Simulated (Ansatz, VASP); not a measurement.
**SiC in VASP and in Ansatz**

```xyz
2
Lattice="0.0000 2.0141 2.0141 2.0141 0.0000 2.0141 2.0141 2.0141 0.0000" Properties=species:S:1:pos:R:3 pbc="T T T"
Si    0.0000    0.0000    0.0000
C     2.0141    2.0141    2.0141
```

Alike in both runs: functional r2SCAN; k mesh 17 × 17 × 17; occupations fermi-dirac, width 0.1 eV; no spin polarisation.

Ansatz relaxed the structure, and its values are those at the end. VASP's run is a single point on that final structure, the one shown.

|  | VASP | Ansatz |
| --- | --- | --- |
| version | VASP 6.6.1 | Ansatz 0.2.0 |
| potentials or method | VASP PAW PBE potentials, release 64 (Si, C) | PAW with Ansatz's default frozen-core files, scalar-relativistic |
| plane-wave cutoff (eV) | 660 | 500 |
| valence electrons in the cell | 8 | 8 |

```tsv
	VASP	Ansatz	Ansatz less VASP
pressure (GPa)	0.0	0.0	-0.01
```

VASP's potentials were made for PBE, not for r2SCAN. The functional is the same, so the differences come from potentials, cutoffs and numerics.
